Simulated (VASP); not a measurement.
# TiO2 (R-3m) in VASP: further runs, part 2 of 2

VASP 6.6.1. Earlier steps stand in the parts before.

## Step 4: Single point, LDA

This run uses another cell than the first one, of 19.16 Å³/atom, 1.019 times its volume.

The input, INCAR:

```
SYSTEM = TiO2
PREC = Accurate
ENCUT = 520
EDIFF = 1E-6
ISMEAR = -1
SIGMA = 0.05
LREAL = .False.
LASPH = .True.
NELM = 80
ALGO = Normal
ISIF = 2
LWAVE = .False.
LCHARG = .True.
LELF = .True.
LVHAR = .True.
NBANDS = 19
```

The input, KPOINTS:

```
Automatic mesh
0
Gamma
  10 10 10
  0 0 0
```

The input, POSCAR:

```
TiO2
1.0
    1.5266980925      0.8814395546      7.1184721853
   -1.5266980925      0.8814395546      7.1184721853
    0.0000000000     -1.7628791093      7.1184721853
Ti O
1 2
Direct
    0.0000000000      0.0000000000      0.0000000000
    0.3795330000      0.3795330000      0.3795330000
    0.6204670000      0.6204670000      0.6204670000
```

Potentials or basis: VASP PAW LDA potentials, release 64 (Ti_sv, O).

Command:

```sh
$ cat potpaw_LDA.64/Ti_sv/POTCAR potpaw_LDA.64/O/POTCAR > POTCAR
$ mpirun -np 1 vasp_std > vasp.out
```

Wall time 7.1 min (1 thread of AMD EPYC 9R45 (Zen 5), shared host); peak memory 0.36 GiB.

The run converged. Its results:

```yaml
Free_energy: -28.5778 eV
Pressure: -12.7 GPa
Largest_force: 1.478 eV/Å
Band_gap_on_the_k_mesh: 2.42 eV, indirect (least direct gap 2.62 eV)
```

Forces on the atoms (eV/Å):
```
Ti   0.000  0.000  0.000
O    0.000  0.000 -1.478
O    0.000  0.000  1.478
```

Stress tensor (GPa, compression positive):
```
-14.97   0.00   0.00
  0.00 -14.97   0.00
  0.00   0.00  -8.27
```

Levels at points of the mesh, in eV from the valence-band top:
| k point | band 10 | band 11 | band 12 | band 13 | band 14 | band 15 |
| --- | --- | --- | --- | --- | --- | --- |
| (0.00, 0.00, 0.00) | -0.55 | -0.20 | -0.20 | 2.42 | 2.42 | 3.98 |
| (0.50, 0.00, 0.00) | -1.58 | -1.20 | -0.61 | 2.65 | 3.37 | 3.43 |
| (0.50, 0.50, 0.00) | -1.59 | -1.20 | -0.60 | 2.65 | 3.37 | 3.43 |
| (0.50, 0.50, 0.50) | -0.60 | -0.20 | -0.20 | 2.42 | 2.42 | 3.98 |

Caveat: forces of over 1 eV/Å act on the atoms, so gaps and moduli don't describe the material at rest.

## Step 5: Single point, PBEsol

This run uses another cell than the first one, of 19.16 Å³/atom, 1.019 times its volume.

The input, INCAR:

```
PREC = Accurate ; ENCUT = 520
EDIFF = 1E-6 ; ISMEAR = -1
SIGMA = 0.05 ; LREAL = F
LASPH = T ; NELM = 80
ALGO = Normal ; ISIF = 2
LWAVE = F ; LCHARG = F
GGA = PS ; NBANDS = 19
```

The input, KPOINTS:

```
regular mesh
0
Gamma
  10 10 10
```

POSCAR is that of step 4.

Potentials or basis: VASP PAW PBE potentials, release 64 (Ti_sv, O).

Command:

```sh
$ cat potpaw_PBE.64/Ti_sv/POTCAR potpaw_PBE.64/O/POTCAR > POTCAR
$ mpirun -np 1 vasp_std > vasp.out
```

OUTCAR:

```text
PREC = Accurate
   ENCUT = 520
   EDIFF = 1E-6
   ISMEAR = -1
   LREAL = F
   LASPH = T
   NELM = 80
   ISIF = 2
   GGA = PS

 ion  position               nearest neighbor table
   1  0.000  0.000  0.000-   3 2.02   2 2.02   3 2.02   3 2.02   2 2.02   2 2.02
   2  0.380  0.380  0.380-   1 2.02   1 2.02   1 2.02
   3  0.620  0.620  0.620-   1 2.02   1 2.02   1 2.02

  LATTYP: Found a trigonal (rhomboedric) cell.
 ALAT       =     7.3335113695
 COS(alpha) =     0.9133213014

  Lattice vectors:

[... 699 lines left out ...]
      6     -17.3487      2.00000
[... 11 lines left out ...]
     18       8.6954      0.00000
     19      10.1324      0.00000

 [... further k-points ...]
[... 5 lines left out ...]
  --------------------------------------------------------------------------------------
  -------------------------------------------------------------------------------------
  Total       -4.2298251     -4.2298251     -2.2762655      0.0000000      0.0000000      0.0000000
  in kB     -117.9096229   -117.9096229    -63.4526496      0.0000000      0.0000000      0.0000000
  external PRESSURE =     -99.7572985 kB  Pullay stress =       0.0000000 kB

 VOLUME and BASIS-vectors are now :
 -----------------------------------------------------------------------------
  energy-cutoff  :      520.00
  volume of cell :       57.48
      direct lattice vectors                 reciprocal lattice vectors
     1.526698092  0.881439555  7.118472185     0.327504175  0.189084624  0.046826527
    -1.526698092  0.881439555  7.118472185    -0.327504175  0.189084624  0.046826527
     0.000000000 -1.762879109  7.118472185     0.000000000 -0.378169248  0.046826527

 POSITION                                       TOTAL-FORCE (eV/Angst)
 -----------------------------------------------------------------------------------
      0.00000      0.00000      0.00000         0.000000      0.000000     -0.000000
      0.00000     -0.00000      8.10509         0.000000      0.000000     -1.125669
      0.00000     -0.00000     13.25033         0.000000     -0.000000      1.125669
 -----------------------------------------------------------------------------------
    total drift:                                0.000000     -0.000000      0.000000

  FREE ENERGIE OF THE ION-ELECTRON SYSTEM (eV)
  ---------------------------------------------------
  free  energy   TOTEN  =       -27.4901092410 eV

  energy  without entropy=      -27.4901092410  energy(sigma->0) =      -27.49010924
```

OSZICAR:

```text
N       E                     dE             d eps       ncg     rms          rms(c)
DAV:   1     0.263605573964E+03    0.26361E+03   -0.12473E+04  4408   0.129E+03
DAV:   2    -0.775587266250E+01   -0.27136E+03   -0.25921E+03  5179   0.369E+02
DAV:   3    -0.343380756321E+02   -0.26582E+02   -0.26360E+02  5149   0.125E+02
DAV:   4    -0.356983579921E+02   -0.13603E+01   -0.13580E+01  6737   0.252E+01
DAV:   5    -0.357220085382E+02   -0.23651E-01   -0.23648E-01  5160   0.323E+00    0.204E+01
DAV:   6    -0.285485203579E+02    0.71735E+01   -0.43674E+01  5328   0.731E+01    0.106E+01
DAV:   7    -0.277740326024E+02    0.77449E+00   -0.14206E+01  4929   0.321E+01    0.657E+00
DAV:   8    -0.275098895443E+02    0.26414E+00   -0.91830E-01  4647   0.105E+01    0.266E+00
DAV:   9    -0.275681824565E+02   -0.58293E-01   -0.71530E-01  5302   0.796E+00    0.256E+00
DAV:  10    -0.274968353371E+02    0.71347E-01   -0.31179E-01  5084   0.528E+00    0.824E-01
DAV:  11    -0.274901047205E+02    0.67306E-02   -0.35424E-02  4816   0.217E+00    0.190E-01
DAV:  12    -0.274901200310E+02   -0.15310E-04   -0.25055E-03  5116   0.575E-01    0.134E-01
DAV:  13    -0.274904802793E+02   -0.36025E-03   -0.95038E-04  4506   0.275E-01    0.154E-01
DAV:  14    -0.274901423579E+02    0.33792E-03   -0.20264E-03  4949   0.444E-01    0.594E-02
DAV:  15    -0.274901112885E+02    0.31069E-04   -0.14077E-04  4703   0.984E-02    0.955E-03
DAV:  16    -0.274901119164E+02   -0.62790E-06   -0.12455E-05  4860   0.335E-02    0.132E-02
DAV:  17    -0.274901097524E+02    0.21640E-05   -0.46053E-06  4074   0.241E-02    0.566E-03
DAV:  18    -0.274901092410E+02    0.51136E-06   -0.13222E-06  3729   0.116E-02
   1 F= -.27490109E+02 E0= -.27490109E+02  d E =-.843244E-11
```

stdout:

```text
POSCAR found type information on POSCAR TiO
 POSCAR found :  2 types and       3 ions
 scaLAPACK will be used
 -----------------------------------------------------------------------------
|                                                                             |
|                                                                             |
|     You enforced a specific xc type in the INCAR file but a different       |
|     I HOPE YOU KNOW WHAT YOU ARE DOING!                                     |
|                                                                             |
 -----------------------------------------------------------------------------

 LDA part: xc-table for (Slater+PW92), standard interpolation
 POSCAR, INCAR and KPOINTS ok, starting setup
 FFT: planning ... GRIDC
 FFT: planning ... GRID_SOFT
 FFT: planning ... GRID
 WAVECAR not read
 entering main loop
```

It took 6.9 min on 1 thread of AMD EPYC 9R45 (Zen 5), shared host; peak memory 0.44 GiB.

Results:

* Free energy: -27.4901 eV
* Pressure: -10.0 GPa
* Largest force: 1.126 eV/Å
* Band gap on the k mesh: 2.47 eV, indirect (least direct gap 2.67 eV)

Forces on the atoms (eV/Å):
```
Ti   0.000  0.000  0.000
O    0.000  0.000 -1.126
O    0.000  0.000  1.126
```

Stress tensor (GPa, compression positive):
```
-11.79   0.00   0.00
  0.00 -11.79   0.00
  0.00   0.00  -6.35
```

Levels at points of the mesh, in eV from the valence-band top:
| k point | band 10 | band 11 | band 12 | band 13 | band 14 | band 15 |
| --- | --- | --- | --- | --- | --- | --- |
| (0.00, 0.00, 0.00) | -0.53 | -0.20 | -0.20 | 2.47 | 2.47 | 4.02 |
| (0.50, 0.00, 0.00) | -1.58 | -1.21 | -0.62 | 2.69 | 3.42 | 3.47 |
| (0.50, 0.50, 0.00) | -1.59 | -1.21 | -0.61 | 2.69 | 3.42 | 3.47 |
| (0.50, 0.50, 0.50) | -0.58 | -0.20 | -0.20 | 2.47 | 2.47 | 4.03 |

Caveat: the PAW data sets were made with another functional, which shifts forces and pressure a little.

## Step 6: Summary

```tsv
level	potentials or basis	cell	gap on the mesh (eV)	pressure (GPa)	largest force (eV/Å)
LDA	VASP PAW LDA potentials, release 64 (Ti_sv, O)	a = 7.287 Å, angles 24.0°, 3 atoms	2.48	-11.0	1.25
PBEsol	VASP PAW PBE potentials, release 64 (Ti_sv, O)	a = 7.287 Å, angles 24.0°, 3 atoms	2.52	-8.2	0.90
LDA	VASP PAW LDA potentials, release 64 (Ti_sv, O)	a = 7.334 Å, angles 24.0°, 3 atoms	2.42	-12.7	1.48
PBEsol	VASP PAW PBE potentials, release 64 (Ti_sv, O)	a = 7.334 Å, angles 24.0°, 3 atoms	2.47	-10.0	1.13
```

Alike in all rows: task single point; no spin polarisation; k mesh 10 × 10 × 10; cutoff (eV) 520; smearing fermi-dirac 0.05 eV.

Caveats: forces of over 1 eV/Å act on the atoms, so gaps and moduli don't describe the material at rest (some runs); the PAW data sets were made with another functional, which shifts forces and pressure a little (some runs).

Absolute energies hang on the potentials; compare differences alone.
